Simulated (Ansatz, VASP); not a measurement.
**Pd in VASP and in Ansatz**

```
Pd
1.0
    -1.56938    1.56938    1.56938
     1.56938   -1.56938    1.56938
     1.56938    1.56938   -1.56938
Pd
1
Direct
  0.00000 0.00000 0.00000
```

Alike in both runs: task single point; functional PBE; k mesh 23 × 23 × 23; occupations fermi-dirac, width 0.05 eV; collinear spin.

|  | VASP | Ansatz |
| --- | --- | --- |
| version | VASP 6.6.1 | Ansatz 0.2.0 |
| potentials or method | VASP PAW PBE potentials, release 64 (Pd), cutoff 520 eV | plane waves (420 eV) with PAW, scalar-relativistic |
| valence electrons in the cell | 10 | 18 |

VASP gave:

- pressure (GPa): -0.5
- net moment per atom (μB): 0.00

Question: What did Ansatz give for the same quantities?

Answer: Pressure (GPa): -0.2; net moment per atom (μB): 0.00.

VASP's potentials hold 10 valence electrons a cell and Ansatz's 18, so a difference there can come from the potentials and not from the codes. Ansatz's warnings: seeded moment not kept.
